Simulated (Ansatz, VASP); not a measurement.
**CsPbCl3: VASP beside Ansatz**

Contents of INCAR:

```
ALGO     = Normal         # electronic algorithm
EDIFF    = 1E-6           # SCF threshold, eV
ENCUT    = 520            # plane-wave cutoff, eV
GGA      = PS             # functional
ISIF     = 2              # what is computed and relaxed
ISMEAR   = 0              # smearing method
LASPH    = True           # aspherical terms in the spheres
LCHARG   = False          # write CHGCAR
LREAL    = False          # projectors in reciprocal space
LWAVE    = False          # write WAVECAR
NBANDS   = 30             # bands
NELM     = 80             # most SCF steps
PREC     = Accurate       # precision mode
SIGMA    = 0.05           # smearing width, eV
```

KPOINTS

```
k-points
0
Gamma
  6 6 6
```

Contents of POSCAR:

```
CsPbCl3
1.0
    5.7451250000      0.0000000000      0.0000000000
    0.0000000000      5.7451250000      0.0000000000
    0.0000000000      0.0000000000      5.4648750000
Cs Pb Cl
1 1 3
Direct
    0.0000000000      0.0000000000      0.0000000000
    0.5000000000      0.5000000000      0.5000000000
    0.0000000000      0.5000000000      0.5000000000
    0.5000000000      0.0000000000      0.5000000000
    0.5000000000      0.5000000000      0.0000000000
```

Input for Ansatz:

```yaml
crystal:
  lattice:
    - [5.745125, 0.0, 0.0]
    - [0.0, 5.745125, 0.0]
    - [0.0, 0.0, 5.464875]
  atoms:
    - { symbol: Cs, position: [0.0, 0.0, 0.0] }
    - { symbol: Pb, position: [0.5, 0.5, 0.5] }
    - { symbol: Cl, position: [0.0, 0.5, 0.5] }
    - { symbol: Cl, position: [0.5, 0.0, 0.5] }
    - { symbol: Cl, position: [0.5, 0.5, 0.0] }
basis:
  ecutwfc: 420
kpoints:
  mp_grid: { grid: [6, 6, 6] }
hamiltonian:
  xc: pbesol
scf:
  occupations: { method: gaussian, width: 0.05 }
output:
  forces: true
  stress: true
  eigenvalues: true
```

Change from the starting cell: strain +0.025 along x and y, -0.025 along z, atoms carried along.

Alike in both runs: task single point; functional PBEsol; k mesh 6 × 6 × 6; occupations gaussian, width 0.05 eV; no spin polarisation.

|  | VASP | Ansatz |
| --- | --- | --- |
| version | VASP 6.6.1 | Ansatz 0.2.0 |
| potentials or method | VASP PAW PBE potentials, release 64 (Cs_sv, Pb_d, Cl), cutoff 520 eV | scalar-relativistic, plane waves, PAW |
| valence electrons in the cell | 44 | 44 |

Ansatz gave:

```
gap on the k mesh at the Fermi level (eV)                     : 1.75
least direct gap on the mesh (eV)                             : 1.75
pressure (GPa)                                                : -0.3
traceless stress, the component that is largest in VASP (GPa) : 1.73
```

Task: What did VASP give for the same quantities?

Result: gap on the k mesh at the Fermi level (eV): 1.76; least direct gap on the mesh (eV): 1.76; pressure (GPa): -0.3; traceless stress, the component that is largest in VASP (GPa): 1.73.

VASP's potentials were made for PBE, not for PBEsol.

Spin-orbit coupling is off throughout.
